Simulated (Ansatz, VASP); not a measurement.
**One calculation of LiTlF4, two programs**

```
Li Tl F
1.0
     3.79913    0.00000    0.00000
     0.00000    7.73799    0.00000
    -1.50851    0.00000    5.26280
Li Tl F
2 2 8
Direct
  0.17317 0.75000 0.90539
  0.82683 0.25000 0.09461
  0.50000 0.50000 0.50000
  0.50000 0.00000 0.50000
  0.88262 0.48182 0.25368
  0.88262 0.01818 0.25368
  0.62332 0.75000 0.75735
  0.62356 0.25000 0.73786
  0.11738 0.51818 0.74632
  0.11738 0.98182 0.74632
  0.37644 0.75000 0.26214
  0.37668 0.25000 0.24265
```

Change from the starting cell: the structure that the rattled cell fell into.

Alike in both runs: task single point; functional PBE; k mesh 6 × 2 × 4; occupations gaussian, width 0.1 eV; no spin polarisation.

```csv
,VASP,Ansatz
version,VASP 6.6.1,Ansatz 0.2.0
potentials or method,"VASP PAW PBE potentials, release 64 (Li_sv, Tl_d, F), cutoff 520 eV","scalar-relativistic, plane waves, PAW"
valence electrons in the cell,88,88
```

|  | VASP | Ansatz | Ansatz less VASP |
| --- | --- | --- | --- |
| gap on the k mesh at the Fermi level (eV) | 1.95 | 1.98 | +0.029 |
| least direct gap on the mesh (eV) | 2.18 | 2.20 | +0.026 |
| rms of the force components (eV/Å) | 0.008 | 0.003 | -0.0043 |

Atom by atom the forces differ by 0.008 eV/Å (rms over components). The functional is the same, so the differences come from potentials, cutoffs and numerics.

Spin-orbit coupling is off throughout. Noted on VASP's run: the cutoff is under 1.25 times that of the potentials, so the pressure is a little rough.
